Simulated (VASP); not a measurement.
Runs of VASP 6.6.1 on TiB2 (AlB2 type). The structure is that of space group P6/mmm (No. 191), or close to it. The cells are those of the table. 

| task | cell | cutoff (eV) | gap on the mesh (eV) | pressure (GPa) |
| --- | --- | --- | --- | --- |
| single point | a = 2.833, b = 2.833, c = 2.939 Å, angles 90.0, 90.0, 120.0°, 3 atoms | 520 | none | (a) |
| single point | a = 2.971, b = 2.971, c = 3.140 Å, angles 90.0, 90.0, 120.0°, 3 atoms | 520 | none | (b) |
| single point | a = 2.914, b = 2.914, c = 3.055 Å, angles 90.0, 90.0, 120.0°, 3 atoms | 520 | none | 43.3 |
| single point | a = 2.745, b = 2.745, c = 2.818 Å, angles 90.0, 90.0, 120.0°, 3 atoms | 520 | none | 160.7 |
| single point | a = 3.025, b = 3.025, c = 3.223 Å, angles 90.0, 90.0, 120.0°, 3 atoms | 520 | none | 0.8 |
| single point | a = 2.622, b = 2.622, c = 2.659 Å, angles 90.0, 90.0, 120.0°, 3 atoms | 520 | none | 309.4 |
| relaxation of shape and atoms at fixed volume | relaxed from a = 2.579, b = 2.579, c = 2.748 Å, angles 90.0, 90.0, 120.0°, 3 atoms | 600 | none | 309.5 |

Alike in all rows: level r2SCAN; potentials or basis VASP PAW PBE potentials, release 64 (Ti_sv, B); no spin polarisation; k mesh 12 × 12 × 10; smearing fermi-dirac 0.08 eV.

Problem. Fill in the values left out.

Solution. (a) 89.8; (b) 19.0.

Caveats: the PAW data sets were made with another functional, which shifts forces and pressure a little; the cell stands under pressure (at least some runs).

A gap of «none» marks levels without a gap at the run's occupations.
